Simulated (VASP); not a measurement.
Crystal: SiBiS.

```
Si Bi S
1.0
     4.20387    0.00000    0.00000
     0.00000    4.20387    0.00000
     0.00000    0.00000    4.17953
Si Bi S
1 1 1
Direct
  0.00000 0.00000 0.50000
  0.50000 0.50000 0.00000
  0.50000 0.50000 0.50000
```

The cell was generated, and may not be a known phase.

```yaml
Program: VASP 6.6.1
Task: relaxation of cell and atoms
Functional: PBE
Potentials_or_basis: VASP PAW PBE potentials, release 64 (Si, Bi_d, S)
Cutoff: 600 eV
k_mesh: 4 × 4 × 4
Occupations: gaussian, width 0.1 eV
Spin: no spin polarisation
```

At the start: pressure 31.5 GPa; volume 24.62 Å³/atom.

Where does the relaxation end?

Over 12 steps the energy falls by 2087.3 meV/atom and the volume is 23.58 Å³/atom (-4.2 %); space group P4/mmm (No. 123, to 0.1 Å) before and after.

Step by step:
| step | energy change (eV) | largest force (eV/Å) | pressure (GPa) | volume (Å³) |
| --- | --- | --- | --- | --- |
| 1 | 0.0000 | 0.0000 | 31.52 | 73.86 |
| 2 | -4.0021 | 0.0000 | -8.85 | 121.83 |
| 3 | -5.1477 | 0.0000 | -7.06 | 96.52 |
| 4 | -5.1505 | 0.0000 | -6.86 | 96.08 |
| 5 | -5.1512 | 0.0000 | -6.54 | 95.41 |
| 6 | -5.9090 | 0.0000 | -4.08 | 81.57 |
| 7 | -6.1682 | 0.0000 | -2.69 | 74.38 |
| 8 | -5.7767 | 0.0000 | 13.74 | 60.88 |
| 9 | -6.2445 | 0.0000 | -0.44 | 71.07 |
| 10 | -6.2534 | 0.0000 | 1.04 | 69.41 |
| 11 | -6.2532 | 0.0000 | 0.58 | 69.89 |
| 12 | -6.2620 | 0.0000 | 0.00 | 70.73 |

Final structure:
```xyz
3
Lattice="3.4987 0.0000 0.0000 0.0000 3.4987 0.0000 0.0000 0.0000 5.7784" Properties=species:S:1:pos:R:3 pbc="T T T"
Si    3.4987    0.0000    2.8892
Bi    1.7493    1.7493    0.0000
S     1.7493    1.7493    2.8892
```

Caveat: the k points lie up to 0.45 Å⁻¹ apart in the final cell, too coarse for converged energies and pressures of a metal; a cell axis changed by over 15 % at a fixed basis, so the end point is rough; an odd number of electrons without spin polarisation forces a metal; a magnetic or distorted state may lie lower.
